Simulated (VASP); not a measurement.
# BN (Pm) in VASP: further runs

BN is run at these levels: PBE+D3(BJ); tasks: single point.

Program: VASP 6.6.1. These are calculated values, not measurements. Logs are shortened: lines on timing, memory, paths and dates and some standing lists are left out, and cuts for length are marked.

## (1) The cell of the first run

It takes space group Pm (No. 6, monoclinic). Conventional cell: a = 2.389 Å, b = 6.592 Å, c = 2.477 Å, α = 90.00°, β = 118.83°, γ = 90.00°. B (site symmetry m) has 3 N at 1.40 to 1.45 Å within 1.9 Å. Within 1.9 Å of B (site symmetry m) lie 3 N at 1.40 to 1.45 Å. N (site symmetry m) has 3 B at 1.40 to 1.45 Å within 1.9 Å. Within 1.9 Å of N (site symmetry m) lie 3 B at 1.40 to 1.45 Å.

## (2) Single point, PBE+D3(BJ) (atoms displaced along a vibrational mode, the cell strained)

File INCAR:

```
PREC = Accurate
ENCUT = 520
EDIFF = 1E-7
ISMEAR = 1
SIGMA = 0.05
LREAL = False
LASPH = True
NELM = 100
ALGO = Normal
ISIF = 2
LWAVE = False
LCHARG = False
GGA = PE
IVDW = 12
NBANDS = 16
```

File KPOINTS:

```
Automatic mesh
0
Gamma
  12 12 4
```

File POSCAR:

```
BN
1.0
    2.3890773168      0.0000000000      0.0000000000
   -1.1945386584      2.1703573356      0.0000000000
    0.0000000000      0.0000000000      6.5923998870
B N
2 2
Direct
   -0.1037260910      0.0000000000      0.5000000000
    0.4372392715      0.6666666667      0.0000000000
    0.1034051985      0.0000000000      0.0000000000
    0.5631226698      0.3333333333      0.5000000000
```

Potentials or basis: VASP PAW PBE potentials, release 64 (B, N).

Started as:

```sh
cat potpaw_PBE.64/B/POTCAR potpaw_PBE.64/N/POTCAR > POTCAR
mpirun -np 1 vasp_std > vasp.out
```

OUTCAR:

```text
PREC = Accurate
   ENCUT = 520
   EDIFF = 1E-7
   ISMEAR = 1
   LREAL = False
   LASPH = True
   NELM = 100
   ISIF = 2
   GGA = PE
   IVDW = 12
 IVDW          = 12

 ion  position               nearest neighbor table
   1  0.896  0.000  0.500-   4 1.40   4 1.40   4 1.45
   2  0.437  0.667  0.000-   3 1.40   3 1.40   3 1.45
   3  0.103  0.000  0.000-   2 1.40   2 1.40   2 1.45
   4  0.563  0.333  0.500-   1 1.40   1 1.40   1 1.45

  LATTYP: Found a base centered orthorhombic cell.
 ALAT       =     2.3890773168
 B/A-ratio  =     1.8169000395
 C/A-ratio  =     2.7593916030

  Lattice vectors:

 A1 = (   1.1945386584,  -2.1703573356,   0.0000000000)
 A2 = (   1.1945386584,   2.1703573356,   0.0000000000)
 A3 = (   0.0000000000,   0.0000000000,   6.5923998870)

Analysis of symmetry for initial positions (statically):
=====================================================================
 Subroutine PRICEL returns:
 Original cell was already a primitive cell.

 Routine SETGRP: Setting up the symmetry group for a
 base centered orthorhombic supercell.

 Subroutine GETGRP returns: Found  2 space group operations
 (whereof  2 operations were pure point group operations)
 out of a pool of  8 trial point group operations.

The static configuration has the point symmetry C_1h.

Analysis of symmetry for dynamics (positions and initial velocities):
=====================================================================
 Subroutine PRICEL returns:
 Original cell was already a primitive cell.

 Routine SETGRP: Setting up the symmetry group for a
 base centered orthorhombic supercell.

 Subroutine GETGRP returns: Found  2 space group operations
 (whereof  2 operations were pure point group operations)
 out of a pool of  8 trial point group operations.

The dynamic configuration has the point symmetry C_1h.

 Subroutine INISYM returns: Found  2 space group operations
 (whereof  2 operations are pure point group operations),
 and found     1 'primitive' translations

----------------------------------------------------------------------------------------

                                     Primitive cell

  volume of cell :      34.1826

  direct lattice vectors                    reciprocal lattice vectors
     2.389077317  0.000000000  0.000000000     0.418571636  0.230376810  0.000000000
    -1.194538658  2.170357336  0.000000000     0.000000000  0.460753620  0.000000000
     0.000000000  0.000000000  6.592399887     0.000000000  0.000000000  0.151689827

  length of vectors
     2.389077317  2.477372312  6.592399887     0.477782052  0.460753620  0.151689827

  position of ions in fractional coordinates (direct lattice)
     0.896273909  0.000000000  0.500000000
     0.437239271  0.666666667  0.000000000
     0.103405198  0.000000000  0.000000000
     0.563122670  0.333333333  0.500000000

  ion indices of the primitive-cell ions
   primitive index   ion index
                 1           1
                 2           2
                 3           3
                 4           4

----------------------------------------------------------------------------------------

 KPOINTS: Automatic mesh

Automatic generation of k-mesh.
 Grid dimensions read from file:
 generate k-points for:   12   12    4

 Generating k-lattice:

  Cartesian coordinates                     Fractional coordinates (reciprocal lattice)
     0.034880970  0.019198068  0.000000000     0.083333333  0.000000000  0.000000000
     0.000000000  0.038396135  0.000000000     0.000000000  0.083333333  0.000000000
     0.000000000  0.000000000  0.037922457     0.000000000  0.000000000  0.250000000

  Length of vectors
     0.039815171  0.038396135  0.037922457

  Shift w.r.t. Gamma in fractional coordinates (k-lattice)
     0.000000000  0.000000000  0.000000000

 Subroutine IBZKPT returns following result:
 ===========================================

 Found    222 irreducible k-points:

 Following reciprocal coordinates:
            Coordinates               Weight
  0.000000  0.000000  0.000000      1.000000
  0.083333  0.000000  0.000000      2.000000
  0.083333 -0.083333  0.000000      2.000000
  0.166667 -0.000000  0.000000      2.000000
  0.166667 -0.166667  0.000000      2.000000
  0.250000  0.000000  0.000000      2.000000
[... 16 lines left out ...]
  0.416667  0.083333  0.000000      2.000000
  0.416667  0.500000  0.000000      2.000000
 [... further k-points ...]
   k-points           NKPTS =    222   k-points in BZ     NKDIM =    222   number of bands    NBANDS=     16
   number of dos      NEDOS =    301   number of ions     NIONS =      4
   total plane-waves  NPLWV =  16200
   dimension x,y,z NGX =    18 NGY =   18 NGZ =   50
   dimension x,y,z NGXF=    36 NGYF=   36 NGZF=  100
   ions per type =               2   2
   NGX,Y,Z   is equivalent  to a cutoff of  12.53, 12.08, 12.61 a.u.
   NGXF,Y,Z  is equivalent  to a cutoff of  25.05, 24.16, 25.22 a.u.
 SYSTEM =  unknown system
   PREC   = accura    normal or accurate (medium, high low for compatibility)
   ISTART =      0    job   : 0-new  1-cont  2-samecut
   ICHARG =      2    charge: 1-file 2-atom 10-const
   ISPIN  =      1    spin polarized calculation?
   LNONCOLLINEAR =      F non collinear calculations
   LSORBIT =      F    spin-orbit coupling
   LASPH  =      T    aspherical Exc in radial PAW
   ENCUT  =  520.0 eV  38.22 Ry    6.18 a.u.   4.44  4.61 12.26*2*pi/ulx,y,z
   NELM   =    100;   NELMIN=  2; NELMDL= -5     # of ELM steps
   EDIFF  = 0.1E-06   stopping-criterion for ELM
   LREAL  =      F    real-space projection
   EDIFFG = 0.1E-05   stopping-criterion for IOM
   NSW    =      0    number of steps for IOM
   IBRION =     -1    ionic relax: 0-MD 1-quasi-New 2-CG
   NFREE  =      0    steps in history (QN), initial steepest desc. (CG)
   ISIF   =      2    stress and relaxation
   ISYM   =      2    0-nonsym 1-usesym 2-fastsym
   POTIM  = 0.5000    time-step for ionic-motion
   TEBEG  =    0.0;   TEEND  =   0.0 temperature during run
   PSTRESS=    0.0 pullay stress
   NELECT =      16.0000    total number of electrons
   NUPDOWN=      -1.0000    fix difference up-down
   EMIN   =  10.00;   EMAX   =-10.00  energy-range for DOS
   EFERMI =   0.00;   METHOD = LEGACY
   ISMEAR =     1;   SIGMA  =   0.05  broadening in eV -4-tet -1-fermi 0-gaus
   EFERMI_NEDOS =   21; number of points for ismear=-14 and -15
   IALGO  =     38    algorithm
   IMIX   =      4    mixing-type and parameters
     AMIX     =   0.40;   BMIX     =  1.00
     AMIX_MAG =   1.60;   BMIX_MAG =  1.00
  volume/ion in A,a.u.               =       8.55        57.67
  Fermi-wavevector in a.u.,A,eV,Ry     =   1.271100  2.402031 21.982879  1.615696
  Thomas-Fermi vector in A             =   2.404052
   LORBIT       =      0    0 simple, 1 ext, 2 COOP (PROOUT), +10 PAW based schemes
   GGA     = PE    functional components
   LHFCALC =     F    Hartree Fock is set to
   AEXX    =    0.0000 exact exchange contribution
   IVDW    =    12    specifies the selected vdW correction
   LEPSILON=     F    determine dielectric tensor
   LRPA    =     F    only Hartree local field effects (RPA)
 non-spin polarized calculation
 Methfessel and Paxton  Order N= 1 SIGMA  =   0.05
  energy-cutoff  :      520.00
  volume of cell :       34.18
 maximum number of plane-waves:       937
 NGX is ok and might be reduce to    18
   NGX =  9   NGY =  9   NGZ = 25

 number of electron      15.9999995 magnetization

 Free energy of the ion-electron system (eV)
  ---------------------------------------------------
  ext. energy  EPLUGINS =         0.00000000
  ---------------------------------------------------
  free energy    TOTEN  =       -34.86090523 eV

  energy without entropy =      -34.86093147  energy(sigma->0) =      -34.86091398

 E-fermi :   2.8644     XC(G=0): -10.2672

 val. band max:        2.8291114063   @ k =   0.4167   0.3333   0.0000
 cond. band min:       6.6717280748   @ k =   0.5000   0.5000   0.0000
 fundamental gap:      3.8426166685
 Fermi energy:         2.8644481800

 k-point     1 :       0.0000    0.0000    0.0000
  band No.  band energies     occupation
      1     -15.5939      2.00000
      2     -15.2874      2.00000
      3      -3.9581      2.00000
      4      -1.8191      2.00000
      5       1.2302      2.00000
      6       1.2860      2.00000
[... 8 lines left out ...]
     15      16.6154      0.00000
     16      16.6290      0.00000

 k-point     2 :       0.0833    0.0000    0.0000
  band No.  band energies     occupation
      1     -15.4470      2.00000
      2     -15.1453      2.00000
      3      -3.7547      2.00000
      4      -1.6362      2.00000
      5       0.8272      2.00000
      6       0.8990      2.00000
[... 8 lines left out ...]
     15      16.0976      0.00000
     16      17.1262      0.00000

 k-point     3 :       0.0833   -0.0833    0.0000
  band No.  band energies     occupation
      1     -15.4470      2.00000
      2     -15.1451      2.00000
      3      -3.7551      2.00000
      4      -1.6357      2.00000
      5       0.8450      2.00000
      6       0.8886      2.00000
[... 8 lines left out ...]
     15      16.1566      0.00000
     16      17.1604      0.00000

 k-point     4 :       0.1667   -0.0000    0.0000
  band No.  band energies     occupation
      1     -15.0132      2.00000
      2     -14.7262      2.00000
      3      -3.1509      2.00000
      4      -1.0987      2.00000
      5      -0.5452      2.00000
      6      -0.4734      2.00000
[... 8 lines left out ...]
     15      16.9462      0.00000
     16      18.3614      0.00000
[... 324 lines left out ...]
 k-point    22 :       0.3333   -0.4167    0.0000
  band No.  band energies     occupation
      1     -12.9225      2.00000
      2     -12.7163      2.00000
      3      -5.0838      2.00000
      4      -4.8841      2.00000
      5      -1.9259      2.00000
      6      -1.8411      2.00000
[... 8 lines left out ...]
     15      19.5740      0.00000
     16      21.4050      0.00000

 k-point    23 :       0.4167    0.0833    0.0000
  band No.  band energies     occupation
      1     -12.1433      2.00000
      2     -12.0459      2.00000
      3      -6.2052      2.00000
      4      -6.1321      2.00000
      5      -2.2091      2.00000
      6      -2.1247      2.00000
[... 8 lines left out ...]
     15      18.2319      0.00000
     16      19.4230      0.00000

 k-point    24 :       0.4167    0.5000    0.0000
  band No.  band energies     occupation
      1     -12.1720      2.00000
      2     -12.0100      2.00000
      3      -6.2926      2.00000
      4      -6.0519      2.00000
      5      -2.2124      2.00000
      6      -2.1264      2.00000
[... 8 lines left out ...]
     15      17.8613      0.00000
     16      20.6891      0.00000

 [... further k-points ...]

------------------------ aborting loop because EDIFF is reached ----------------------------------------

 Edisp (eV)   -0.59631

 E8    (eV) :    -0.1749

  FORCE on cell =-STRESS in cart. coord.  units (eV):
  Direction    XX          YY          ZZ          XY          YZ          ZX
  --------------------------------------------------------------------------------------
  -------------------------------------------------------------------------------------
  Total      10.67657     2.01489     0.02817     0.08154     0.00000     0.00000
  in kB     500.42293    94.44027     1.32058     3.82196     0.00000     0.00000
  external pressure =      198.73 kB  Pullay stress =        0.00 kB

 VOLUME and BASIS-vectors are now :
 -----------------------------------------------------------------------------
  energy-cutoff  :      520.00
  volume of cell :       34.18
      direct lattice vectors                 reciprocal lattice vectors
     2.389077317  0.000000000  0.000000000     0.418571636  0.230376810  0.000000000
    -1.194538658  2.170357336  0.000000000     0.000000000  0.460753620  0.000000000
     0.000000000  0.000000000  6.592399887     0.000000000  0.000000000  0.151689827

 POSITION                                       TOTAL-FORCE (eV/Angst)
 -----------------------------------------------------------------------------------
      2.14127      0.00000      3.29620         0.023444     -0.806244      0.000000
      0.24824      1.44690      0.00000        -0.045423     -0.799064      0.000000
      0.24704      0.00000      0.00000         0.011736      0.766432      0.000000
      0.94716      0.72345      3.29620         0.010243      0.838876      0.000000
 -----------------------------------------------------------------------------------
    total drift:                               -0.000029      0.000024     -0.000001

  FREE ENERGIE OF THE ION-ELECTRON SYSTEM (eV)
  ---------------------------------------------------
  free  energy   TOTEN  =       -35.4572138425 eV

  energy  without entropy=      -35.4572400845  energy(sigma->0) =      -35.45722259
```

Run time: 66 s. Hardware: 1 thread of Intel Xeon Platinum 8488C (Sapphire Rapids), shared host; peak memory 0.23 GiB.

Results:

| Quantity | Value |
| --- | --- |
| Free energy | -35.4572 eV |
| Pressure | 19.9 GPa |
| Largest force | 0.839 eV/Å |
| Band gap on the k mesh | 3.84 eV (least direct gap 4.18 eV) |
| Dispersion energy per atom | -0.149 eV |

Forces on the atoms (eV/Å):
```
B    0.023 -0.806  0.000
B   -0.045 -0.799  0.000
N    0.012  0.766  0.000
N    0.010  0.839  0.000
```

Levels at points of the mesh, in eV from the valence-band top:
```csv
k point,band 4,band 5,band 6,band 7,band 8,band 9,band 10,band 11,band 12,band 13
"(0.00, 0.00, 0.00)",-4.65,-1.60,-1.54,-1.29,-1.23,5.06,10.37,11.00,11.32,12.55
"(0.50, 0.00, 0.00)",-9.24,-4.67,-4.60,-1.17,-1.00,4.78,5.19,9.59,10.02,13.41
"(0.50, 0.50, 0.00)",-9.15,-4.68,-4.60,-1.58,-0.43,3.84,6.06,9.62,10.03,12.79
"(0.00, 0.50, 0.00)",-9.39,-3.91,-3.86,-1.86,-1.21,4.18,5.49,10.63,11.21,13.01
"(0.00, 0.00, 0.50)",-5.81,-1.60,-1.54,-1.29,-1.23,7.50,7.52,11.22,11.27,12.55
"(0.50, 0.00, 0.50)",-9.25,-4.66,-4.62,-1.03,-0.99,4.66,4.75,9.91,10.09,13.89
"(0.50, 0.50, 0.50)",-9.26,-4.67,-4.61,-1.05,-0.99,4.73,4.74,9.98,9.98,14.01
"(0.00, 0.50, 0.50)",-9.45,-3.91,-3.86,-1.51,-1.46,4.53,4.53,11.31,11.45,13.72
```

Caveat: the cell differs from its parent crystal (atoms displaced along a vibrational mode, the cell strained); the stress differs along the axes, from 0 to 50 GPa. A k mesh can miss the band edges.

## (3) Single point, PBE+D3(BJ) (atoms displaced along a vibrational mode, the cell strained)

File INCAR:

```
SYSTEM = BN
  PREC = Accurate
  ENCUT = 520
  EDIFF = 1E-6
  ISMEAR = 1
  SIGMA = 0.05
  LREAL = .False.
  LASPH = .True.
  NELM = 100
  ALGO = Normal
  ISIF = 2
  LWAVE = .False.
  LCHARG = .False.
  GGA = PE
  IVDW = 12
  NBANDS = 16
```

File KPOINTS:

```
regular mesh
0
Gamma
  12 12 4
  0 0 0
```

File POSCAR:

```
BN
1.0
    2.3890773168      0.0000000000      0.0000000000
   -1.1945386584      2.1703573356      0.0000000000
    0.0000000000      0.0000000000      6.5923998870
B N
2 2
Direct
   -0.0345753637      0.0000000000      0.5000000000
    0.3679686461      0.6666666667      0.0000000000
    0.0344683995      0.0000000000      0.0000000000
    0.6321520011      0.3333333333      0.5000000000
```

Potentials or basis: VASP PAW PBE potentials, release 64 (B, N).

Started as:

```sh
cat potpaw_PBE.64/B/POTCAR potpaw_PBE.64/N/POTCAR > POTCAR
mpirun -np 1 vasp_std > vasp.out
```

Wall time 58 s (1 thread of Intel Xeon Platinum 8488C (Sapphire Rapids), shared host); peak memory 0.22 GiB.

The run converged. Its results:

```yaml
Free_energy: -35.4658 eV
Pressure: 19.8 GPa
Largest_force: 0.811 eV/Å
Band_gap_on_the_k_mesh: 4.31 eV (least direct gap 4.60 eV)
Dispersion_energy_per_atom: -0.149 eV
```

Forces in eV/Å, atoms in the order of the input:
```
B    0.007 -0.800  0.000
B   -0.014 -0.802  0.000
N   -0.002  0.791  0.000
N    0.008  0.811  0.000
```

Stress tensor (GPa, compression positive):
```
50.21  0.16  0.00
 0.16  9.48  0.00
 0.00  0.00 -0.30
```

Levels at points of the mesh, in eV from the valence-band top:
```
           k point  band 5  band 6  band 7  band 8  band 9  band 10  band 11  band 12
(0.00, 0.00, 0.00)   -1.50   -1.40   -1.19   -1.09    5.19    10.50    11.12    11.45
(0.50, 0.00, 0.00)   -4.57   -4.46   -1.14   -0.77    4.78     5.43     9.83    10.01
(0.50, 0.50, 0.00)   -4.57   -4.46   -1.34   -0.51    4.31     5.87     9.86    10.01
(0.00, 0.50, 0.00)   -3.82   -3.71   -1.73   -1.09    4.33     5.59    10.83    11.23
(0.00, 0.00, 0.50)   -1.49   -1.40   -1.19   -1.09    7.62     7.65    11.33    11.41
(0.50, 0.00, 0.50)   -4.56   -4.47   -0.93   -0.84    4.80     4.87    10.06    10.19
(0.50, 0.50, 0.50)   -4.56   -4.47   -0.94   -0.85    4.82     4.87    10.09    10.14
(0.00, 0.50, 0.50)   -3.81   -3.72   -1.41   -1.31    4.64     4.68    11.50    11.52
```

Caveat: the cell differs from its parent crystal (atoms displaced along a vibrational mode, the cell strained); the stress differs along the axes, from -0 to 50 GPa.

(Continued in part 2 of 2.)
